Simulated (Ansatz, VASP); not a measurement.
# H in VASP and in Ansatz

File INCAR:

```
PREC = Accurate
ENCUT = 520
EDIFF = 1E-6
ISMEAR = 0
SIGMA = 0.1
LREAL = F
LASPH = T
NELM = 80
ALGO = Normal
ISIF = 2
LWAVE = F
LCHARG = F
GGA = PE
NBANDS = 8
```

File KPOINTS:

```
regular mesh
0
Gamma
  6 6 6
```

File POSCAR:

```
H
1.0
    5.1702470185      0.0000000000      0.0000000000
   -2.5851235093      4.4775652619      0.0000000000
    0.0000000000      0.0000000000      3.8495250000
H
2
Direct
    0.3333333300      0.6666666700      0.2500000000
    0.6666666700      0.3333333300      0.7500000000
```

Input for Ansatz:

```yaml
crystal:
  lattice:
    - [5.1702470185, 0.0, 0.0]
    - [-2.5851235093, 4.4775652619, 0.0]
    - [0.0, 0.0, 3.849525]
  atoms:
    - { symbol: H, position: [0.33333333, 0.66666667, 0.25] }
    - { symbol: H, position: [0.66666667, 0.33333333, 0.75] }
basis:
  ecutwfc: 420
kpoints:
  mp_grid: { grid: [6, 6, 6] }
hamiltonian:
  xc: pbe
scf:
  occupations: { method: gaussian, width: 0.1 }
  lower_state_search: "off"
output:
  forces: true
  stress: true
  eigenvalues: true
```

Alike in both runs: task single point; functional PBE; k mesh 6 × 6 × 6; occupations gaussian, width 0.1 eV; no spin polarisation.

|  | VASP | Ansatz |
| --- | --- | --- |
| version | VASP 6.6.1 | Ansatz 0.2.0 |
| potentials or method | VASP PAW PBE potentials, release 64 (H), cutoff 520 eV | scalar-relativistic, plane waves, PAW |
| valence electrons in the cell | 2 | 2 |

|  | VASP | Ansatz | Ansatz less VASP |
| --- | --- | --- | --- |
| gap on the k mesh at the Fermi level (eV) | none | none | - |
| pressure (GPa) | -1.6 | -1.6 | +0.03 |
| traceless stress, the component that is largest in VASP (GPa) | -0.25 | -0.24 | +0.001 |

A gap of «none» marks a metal or a gap that the smearing closes. The functional is the same, so the differences come from potentials, cutoffs and numerics.
